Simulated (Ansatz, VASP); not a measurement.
W in VASP and in Ansatz

```
CELL_PARAMETERS angstrom
-1.56897 1.56897 1.56897
1.56897 -1.56897 1.56897
1.56897 1.56897 -1.56897
ATOMIC_POSITIONS crystal
W 0.00000 0.00000 0.00000
```

Alike in both runs: functional LDA; k mesh 8 × 8 × 8; occupations gaussian, width 0.1 eV; no spin polarisation.

Ansatz relaxed the structure, and its values are those at the end. VASP's run is a single point on that final structure, the one shown.

```csv
,VASP,Ansatz
version,VASP 6.6.1,Ansatz 0.2.0
potentials or method,"VASP PAW LDA potentials, release 64 (W_sv), cutoff 520 eV","scalar-relativistic, plane waves, PAW"
valence electrons in the cell,14,14
```

```tsv
	VASP	Ansatz	Ansatz less VASP
gap on the k mesh at the Fermi level (eV)	none	none	-
pressure (GPa)	1.9	0.0	-1.93
```

Ansatz warns that its potentials were made for another functional, while VASP's fit it. LDA's correlation is that of Perdew and Zunger in VASP and of Perdew and Wang (1992) in Ansatz. A gap of «none» marks a metal or a gap that the smearing closes.

Neither program's run includes spin-orbit coupling.
